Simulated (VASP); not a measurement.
**Os: single point with PBE**

Crystal: Os.

```xyz
2
Lattice="2.7545 0.0000 0.0000 -1.3773 2.3855 0.0000 0.0000 0.0000 4.3494" Properties=species:S:1:pos:R:3 pbc="T T T"
Os    0.0000    1.5903    1.0874
Os    1.3773    0.7952    3.2621
```

| Quantity | Value |
| --- | --- |
| Program | VASP 6.6.1 |
| Task | single point |
| Functional | PBE |
| Potentials or basis | VASP PAW PBE potentials, release 64 (Os) |
| Cutoff | 520 eV |
| k mesh | 18 × 18 × 10 |
| Occupations | fermi-dirac, width 0.15 eV |
| Spin | no spin polarisation |

```json
{
  "Pressure": "-0.2 GPa",
  "Band gap on the k mesh": "zero (bands 8 and 9 overlap by 3.79 eV)"
}
```

Stress tensor (GPa, compression positive):
```
-0.12  0.00  0.00
 0.00 -0.12  0.00
 0.00  0.00 -0.24
```

Levels at points of the mesh, in eV from the Fermi level:
| k point | band 5 | band 6 | band 7 | band 8 | band 9 | band 10 | band 11 | band 12 |
| --- | --- | --- | --- | --- | --- | --- | --- | --- |
| (0.00, 0.00, 0.00) | -2.73 | -2.17 | -2.17 | -1.54 | -1.54 | 0.01 | 1.61 | 1.61 |
| (0.50, 0.00, 0.00) | -2.88 | -2.52 | -1.85 | 1.94 | 2.48 | 2.60 | 4.25 | 5.53 |
| (0.00, 0.00, 0.50) | -3.17 | -3.17 | -3.17 | -3.17 | 0.84 | 0.84 | 0.84 | 0.84 |
| (0.50, 0.00, 0.50) | -1.19 | -1.19 | -0.18 | -0.18 | 2.26 | 2.26 | 3.19 | 3.19 |

It took 27 s on 1 thread of Intel(R) Xeon(R) 6975P-C (Granite Rapids) (shared host), peak memory 0.2 GiB.

Caveat: spin-orbit coupling is left out, which moves the levels of the heavy elements.
